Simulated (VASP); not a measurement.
# VCr3 (Fm-3m) in VASP: a series of runs

The runs below take VCr3 through single point, with LDA.

Program: VASP 6.6.1. These are calculated values, not measurements. Logs are shortened: lines on timing, memory, paths and dates and some standing lists are left out, and cuts for length are marked.

## (1) The cell of the first run

Symmetry: Fm-3m, No. 225, cubic system. The conventional cell has a = 5.725 Å, b = 5.725 Å, c = 5.725 Å, α = 90.00°, β = 90.00°, γ = 90.00°. Within 3.3 Å of V (site symmetry m-3m) lie 14 Cr at 2.48 to 2.86 Å. Within 3.3 Å of Cr (site symmetry -43m) lie 10 Cr at 2.48 to 2.86 Å and 4 V at 2.48 Å. Within 3.3 Å of Cr (site symmetry m-3m) lie 8 Cr at 2.48 Å and 6 V at 2.86 Å.

## (2) Single point, LDA, collinear spin, ferrimagnetic start

Contents of INCAR:

```
SYSTEM = VCr3
ALGO = Normal
EDIFF = 1E-6
ENCUT = 520
GGA = CA
ISIF = 2
ISMEAR = 1
ISPIN = 2
LASPH = .True.
LCHARG = .True.
LELF = .True.
LMAXMIX = 4
LORBIT = 11
LREAL = .False.
LVHAR = .True.
LWAVE = .False.
MAGMOM = 2 -3.9 3.9 -3.9
NBANDS = 36
NELM = 150
PREC = Accurate
SIGMA = 0.1
```

Contents of KPOINTS:

```
k-points
0
Gamma
  9 9 9
  0 0 0
```

Contents of POSCAR:

```
VCr3
1.0
    4.0483790000      0.0000000000      0.0000000000
    2.0241895000      3.5059990581      0.0000000000
    2.0241895000      1.1686663527      3.3054876118
V Cr
1 3
Direct
    0.5000000000      0.5000000000      0.5000000000
    0.7500000000      0.7500000000      0.7500000000
    0.2500000000      0.2500000000      0.2500000000
    0.0000000000      0.0000000000      0.0000000000
```

Potentials or basis: VASP PAW LDA potentials, release 64 (V_sv, Cr_pv).

On the command line:

```sh
$ cat potpaw_LDA.64/V_sv/POTCAR potpaw_LDA.64/Cr_pv/POTCAR > POTCAR
$ mpirun -np 1 vasp_std > vasp.out
```

OUTCAR:

```text
SYSTEM = VCr3
   EDIFF = 1E-6
   ENCUT = 520
   GGA = CA
   ISIF = 2
   ISMEAR = 1
   ISPIN = 2
   LASPH = .True.
   LORBIT = 11
   LREAL = .False.
   NELM = 150
   PREC = Accurate

 ion  position               nearest neighbor table
   1  0.500  0.500  0.500-   3 2.48   2 2.48   3 2.48   2 2.48   2 2.48   3 2.48   3 2.48   2 2.48
                             4 2.86   4 2.86   4 2.86   4 2.86   4 2.86   4 2.86
   2  0.750  0.750  0.750-   1 2.48   4 2.48   1 2.48   4 2.48   1 2.48   4 2.48   1 2.48   4 2.48
                             3 2.86   3 2.86   3 2.86   3 2.86   3 2.86   3 2.86
   3  0.250  0.250  0.250-   4 2.48   1 2.48   4 2.48   1 2.48   1 2.48   4 2.48   4 2.48   1 2.48
                             2 2.86   2 2.86   2 2.86   2 2.86   2 2.86   2 2.86
   4  0.000  0.000  0.000-   2 2.48   3 2.48   2 2.48   3 2.48   2 2.48   3 2.48   2 2.48   3 2.48
                             1 2.86   1 2.86   1 2.86   1 2.86   1 2.86   1 2.86

  LATTYP: Found a face centered cubic cell.
 ALAT       =     5.7252724874

  Lattice vectors:

 A1 = (   4.0483790000,   0.0000000000,   0.0000000000)
 A2 = (   2.0241895000,   3.5059990581,   0.0000000000)
 A3 = (   2.0241895000,   1.1686663527,   3.3054876118)

Analysis of symmetry for initial positions (statically):
=====================================================================
 Subroutine PRICEL returns:
 Original cell was already a primitive cell.

 Routine SETGRP: Setting up the symmetry group for a
 face centered cubic supercell.

 Subroutine GETGRP returns: Found 48 space group operations
 (whereof 48 operations were pure point group operations)
 out of a pool of 48 trial point group operations.

The static configuration has the point symmetry O_h .

Analysis of symmetry for dynamics (positions and initial velocities):
=====================================================================
 Subroutine PRICEL returns:
 Original cell was already a primitive cell.

 Routine SETGRP: Setting up the symmetry group for a
 face centered cubic supercell.

 Subroutine GETGRP returns: Found 48 space group operations
 (whereof 48 operations were pure point group operations)
 out of a pool of 48 trial point group operations.

The dynamic configuration has the point symmetry O_h .

Analysis of structural, dynamic, and magnetic symmetry:
=====================================================================
 Subroutine PRICEL returns:
 Original cell was already a primitive cell.

 Routine SETGRP: Setting up the symmetry group for a
 face centered cubic supercell.

 Subroutine GETGRP returns: Found 24 space group operations
 (whereof 24 operations were pure point group operations)
 out of a pool of 48 trial point group operations.

The overall configuration has the point symmetry T_d .

 Subroutine INISYM returns: Found 24 space group operations
 (whereof 24 operations are pure point group operations),
 and found     1 'primitive' translations

----------------------------------------------------------------------------------------

                                     Primitive cell

  volume of cell :      46.9168

  direct lattice vectors                    reciprocal lattice vectors
     4.048379000  0.000000000  0.000000000     0.247012446 -0.142612702 -0.100842409
     2.024189500  3.505999058  0.000000000     0.000000000  0.285225405 -0.100842409
     2.024189500  1.168666353  3.305487612     0.000000000  0.000000000  0.302527227

  length of vectors
     4.048379000  4.048379000  4.048379000     0.302527227  0.302527227  0.302527227

  position of ions in fractional coordinates (direct lattice)
     0.500000000  0.500000000  0.500000000
     0.750000000  0.750000000  0.750000000
     0.250000000  0.250000000  0.250000000
     0.000000000  0.000000000  0.000000000

  ion indices of the primitive-cell ions
   primitive index   ion index
                 1           1
                 2           2
                 3           3
                 4           4

----------------------------------------------------------------------------------------

 KPOINTS: k-points

Automatic generation of k-mesh.
 Grid dimensions read from file:
 generate k-points for:    9    9    9

 Generating k-lattice:

  Cartesian coordinates                     Fractional coordinates (reciprocal lattice)
     0.027445827 -0.015845856 -0.011204712     0.111111111  0.000000000 -0.000000000
     0.000000000  0.031691712 -0.011204712     0.000000000  0.111111111  0.000000000
     0.000000000  0.000000000  0.033614136     0.000000000  0.000000000  0.111111111

  Length of vectors
     0.033614136  0.033614136  0.033614136

  Shift w.r.t. Gamma in fractional coordinates (k-lattice)
     0.000000000  0.000000000  0.000000000

 Subroutine IBZKPT returns following result:
 ===========================================

 Found     35 irreducible k-points:

 Following reciprocal coordinates:
            Coordinates               Weight
  0.000000  0.000000  0.000000      1.000000
  0.111111  0.000000 -0.000000      8.000000
  0.222222  0.000000 -0.000000      8.000000
  0.333333 -0.000000 -0.000000      8.000000
  0.444444  0.000000 -0.000000      8.000000
  0.111111  0.111111 -0.000000      6.000000
[... 16 lines left out ...]
 -0.333333  0.333333  0.000000     12.000000
  0.444444  0.444444  0.000000      6.000000
 [... further k-points ...]
   k-points           NKPTS =     35   k-points in BZ     NKDIM =     35   number of bands    NBANDS=     36
   number of dos      NEDOS =    301   number of ions     NIONS =      4
   total plane-waves  NPLWV =  27000
   dimension x,y,z NGX =    30 NGY =   30 NGZ =   30
   dimension x,y,z NGXF=    60 NGYF=   60 NGZF=   60
   ions per type =               1   3
   NGX,Y,Z   is equivalent  to a cutoff of  12.32, 12.32, 12.32 a.u.
   NGXF,Y,Z  is equivalent  to a cutoff of  24.64, 24.64, 24.64 a.u.
 SYSTEM =  VCr3
   PREC   = accura    normal or accurate (medium, high low for compatibility)
   ISTART =      0    job   : 0-new  1-cont  2-samecut
   ICHARG =      2    charge: 1-file 2-atom 10-const
   ISPIN  =      2    spin polarized calculation?
   LNONCOLLINEAR =      F non collinear calculations
   LSORBIT =      F    spin-orbit coupling
   LASPH  =      T    aspherical Exc in radial PAW
   ENCUT  =  520.0 eV  38.22 Ry    6.18 a.u.   7.53  7.53  7.53*2*pi/ulx,y,z
   NELM   =    150;   NELMIN=  2; NELMDL= -5     # of ELM steps
   EDIFF  = 0.1E-05   stopping-criterion for ELM
   LREAL  =      F    real-space projection
   EDIFFG = 0.1E-04   stopping-criterion for IOM
   NSW    =      0    number of steps for IOM
   IBRION =     -1    ionic relax: 0-MD 1-quasi-New 2-CG
   NFREE  =      0    steps in history (QN), initial steepest desc. (CG)
   ISIF   =      2    stress and relaxation
   ISYM   =      2    0-nonsym 1-usesym 2-fastsym
   POTIM  = 0.5000    time-step for ionic-motion
   TEBEG  =    0.0;   TEEND  =   0.0 temperature during run
   PSTRESS=    0.0 pullay stress
   NELECT =      49.0000    total number of electrons
   NUPDOWN=      -1.0000    fix difference up-down
   EMIN   =  10.00;   EMAX   =-10.00  energy-range for DOS
   EFERMI =   0.00;   METHOD = LEGACY
   ISMEAR =     1;   SIGMA  =   0.10  broadening in eV -4-tet -1-fermi 0-gaus
   EFERMI_NEDOS =   21; number of points for ismear=-14 and -15
   IALGO  =     38    algorithm
   IMIX   =      4    mixing-type and parameters
     AMIX     =   0.40;   BMIX     =  1.00
     AMIX_MAG =   1.60;   BMIX_MAG =  1.00
  volume/ion in A,a.u.               =      11.73        79.15
  Fermi-wavevector in a.u.,A,eV,Ry     =   1.660979  3.138794 37.536430  2.758850
  Thomas-Fermi vector in A             =   2.748121
   LORBIT       =     11    0 simple, 1 ext, 2 COOP (PROOUT), +10 PAW based schemes
   GGA     = CA    functional components
   LHFCALC =     F    Hartree Fock is set to
   AEXX    =    0.0000 exact exchange contribution
   IVDW    =     0    specifies the selected vdW correction
   LEPSILON=     F    determine dielectric tensor
   LRPA    =     F    only Hartree local field effects (RPA)
 spin polarized calculation
 Methfessel and Paxton  Order N= 1 SIGMA  =   0.10
  energy-cutoff  :      520.00
  volume of cell :       46.92
 maximum number of plane-waves:      1283
 NGX is ok and might be reduce to    30
   NGX = 15   NGY = 15   NGZ = 15

 number of electron      49.0000000 magnetization      -1.9000000

 number of electron      49.0000027 magnetization       0.0000618

 Free energy of the ion-electron system (eV)
  ---------------------------------------------------
  ext. energy  EPLUGINS =         0.00000000
  ---------------------------------------------------
  free energy    TOTEN  =       -42.05567416 eV

  energy without entropy =      -42.05650422  energy(sigma->0) =      -42.05595084

 E-fermi :  10.6689     XC(G=0): -13.9366

 val. band max:       10.6629369090   @ k =   0.3333  -0.0000  -0.0000
 cond. band min:      10.6865311124   @ k =  -0.4444   0.4444   0.0000
 fundamental gap:      0.0235942033
 Fermi energy:        10.6689464337

 spin component 1

 k-point     1 :       0.0000    0.0000    0.0000
  band No.  band energies     occupation
      1     -52.3672      1.00000
      2     -32.0142      1.00000
      3     -32.0142      1.00000
      4     -32.0142      1.00000
      5     -31.8069      1.00000
      6     -31.8069      1.00000
[... 28 lines left out ...]
     35      16.1848      0.00000
     36      16.3833      0.00000

 k-point     2 :       0.1111    0.0000   -0.0000
  band No.  band energies     occupation
      1     -52.3674      1.00000
      2     -32.0268      1.00000
      3     -32.0244      1.00000
      4     -32.0244      1.00000
      5     -31.7986      1.00000
      6     -31.7986      1.00000
[... 28 lines left out ...]
     35      16.2700      0.00000
     36      16.3833      0.00000
[... 817 lines left out ...]
     35      14.3367      0.00000
     36      14.5619      0.00000

 k-point    24 :       0.4444    0.4444    0.0000
  band No.  band energies     occupation
      1     -52.3686      1.00000
      2     -32.1781      1.00000
      3     -32.1781      1.00000
      4     -31.9014      1.00000
      5     -31.8103      1.00000
      6     -31.6649      1.00000
[... 28 lines left out ...]
     35      14.3331      0.00000
     36      14.4067      0.00000

 [... further k-points ...]

 spin component 2

 k-point     1 :       0.0000    0.0000    0.0000
  band No.  band energies     occupation
      1     -52.3674      1.00000
      2     -32.0143      1.00000
      3     -32.0143      1.00000
      4     -32.0143      1.00000
      5     -31.8065      1.00000
      6     -31.8065      1.00000
[... 28 lines left out ...]
     35      16.1736      0.00000
     36      16.3837      0.00000

 k-point     2 :       0.1111    0.0000   -0.0000
  band No.  band energies     occupation
      1     -52.3676      1.00000
      2     -32.0270      1.00000
      3     -32.0246      1.00000
      4     -32.0246      1.00000
      5     -31.7983      1.00000
      6     -31.7983      1.00000
[... 28 lines left out ...]
     35      16.1736      0.00000
     36      16.3837      0.00000
[... 817 lines left out ...]
     35      14.3367      0.00000
     36      14.5618      0.00000

 k-point    24 :       0.4444    0.4444    0.0000
  band No.  band energies     occupation
      1     -52.3688      1.00000
      2     -32.1782      1.00000
      3     -32.1782      1.00000
      4     -31.9016      1.00000
      5     -31.8101      1.00000
      6     -31.6646      1.00000
[... 28 lines left out ...]
     35      14.3330      0.00000
     36      14.4067      0.00000

 [... further k-points ...]

------------------------ aborting loop because EDIFF is reached ----------------------------------------

  FORCE on cell =-STRESS in cart. coord.  units (eV):
  Direction    XX          YY          ZZ          XY          YZ          ZX
  --------------------------------------------------------------------------------------
  -------------------------------------------------------------------------------------
  Total       -3.5670266     -3.5670266     -3.5670266      0.0000000      0.0000000      0.0000000
  in kB     -121.8115411   -121.8115411   -121.8115411      0.0000000      0.0000000      0.0000000
  external PRESSURE =    -121.8115411 kB  Pullay stress =       0.0000000 kB

 VOLUME and BASIS-vectors are now :
 -----------------------------------------------------------------------------
  energy-cutoff  :      520.00
  volume of cell :       46.92
      direct lattice vectors                 reciprocal lattice vectors
     4.048379000  0.000000000  0.000000000     0.247012446 -0.142612702 -0.100842409
     2.024189500  3.505999058  0.000000000     0.000000000  0.285225405 -0.100842409
     2.024189500  1.168666353  3.305487612     0.000000000  0.000000000  0.302527227

 POSITION                                       TOTAL-FORCE (eV/Angst)
 -----------------------------------------------------------------------------------
      4.04838      2.33733      1.65274         0.000000     -0.000000     -0.000000
      6.07257      3.50600      2.47912         0.000000     -0.000000     -0.000000
      2.02419      1.16867      0.82637        -0.000000      0.000000      0.000000
      0.00000      0.00000      0.00000         0.000000     -0.000000     -0.000000
 -----------------------------------------------------------------------------------
    total drift:                               -0.000000     -0.000000     -0.000000

  FREE ENERGIE OF THE ION-ELECTRON SYSTEM (eV)
  ---------------------------------------------------
  free  energy   TOTEN  =       -42.0556741575 eV

  energy  without entropy=      -42.0565042189  energy(sigma->0) =      -42.05595084

 total charge

# of ion       s       p       d       tot
------------------------------------------
    1        2.362   6.271   3.173  11.807
    2        0.429   6.381   4.275  11.085
    3        0.429   6.381   4.275  11.085
    4        0.432   6.400   4.223  11.055
--------------------------------------------------
tot          3.653  25.432  15.947  45.032

 magnetization (x)

# of ion       s       p       d       tot
------------------------------------------
    1       -0.000   0.000  -0.000  -0.000
    2        0.000  -0.000   0.000   0.000
    3        0.000   0.000   0.000   0.000
    4       -0.000  -0.000  -0.000  -0.000
--------------------------------------------------
tot          0.000  -0.000   0.000   0.000
```

Wall time 3.6 min (1 thread of Oxide Virtual Turin-like, shared host); peak memory 0.18 GiB.

Results:

```
Free energy                                           : -42.0557 eV
Pressure                                              : -12.2 GPa
Net moment                                            : 0.00 μB per cell
Valence electrons inside the program's atomic spheres : V 11.81; Cr 11.09, 11.05
```

Caveat: the starting moments collapsed, and a magnetic state may lie lower.

## (3) Single point, LDA, collinear spin, ferrimagnetic start

Contents of INCAR:

```
SYSTEM = VCr3
PREC = Accurate
ENCUT = 520
EDIFF = 1E-6
ISMEAR = 1
SIGMA = 0.1
LREAL = .False.
LASPH = .True.
NELM = 150
ALGO = Normal
ISIF = 2
LWAVE = .False.
LCHARG = .False.
ISPIN = 2
MAGMOM = 2 -3.9 3.9 -3.9
LORBIT = 11
LMAXMIX = 4
NBANDS = 36
```

Contents of KPOINTS:

```
regular mesh
0
Gamma
  9 9 9
  0 0 0
```

POSCAR is that of step 2.

Potentials or basis: VASP PAW LDA potentials, release 64 (V_sv, Cr_pv).

On the command line:

```sh
$ cat potpaw_LDA.64/V_sv/POTCAR potpaw_LDA.64/Cr_pv/POTCAR > POTCAR
$ mpirun -np 1 vasp_std > vasp.out
```

Run time: 2.8 min. Hardware: 1 thread of Oxide Virtual Turin-like, shared host; peak memory 0.18 GiB.

It converged, with:

```
Free energy                                           : -42.0557 eV
Pressure                                              : -12.2 GPa
Net moment                                            : 0.00 μB per cell
Valence electrons inside the program's atomic spheres : V 11.81; Cr 11.09, 11.05
```

Levels at points of the mesh, in eV from the Fermi level:
Spin up:
| k point | band 22 | band 23 | band 24 | band 25 | band 26 | band 27 | band 28 | band 29 |
| --- | --- | --- | --- | --- | --- | --- | --- | --- |
| (0.00, 0.00, 0.00) | -1.94 | -0.48 | -0.48 | -0.48 | 1.38 | 1.38 | 1.75 | 1.75 |
Spin down:
```tsv
k point	band 21	band 22	band 23	band 24	band 25	band 26	band 27	band 28	band 29	band 30
(0.00, 0.00, 0.00)	-1.94	-1.94	-0.48	-0.48	-0.48	1.38	1.38	1.75	1.75	2.44
```

Caveat: the starting moments collapsed, and a magnetic state may lie lower.
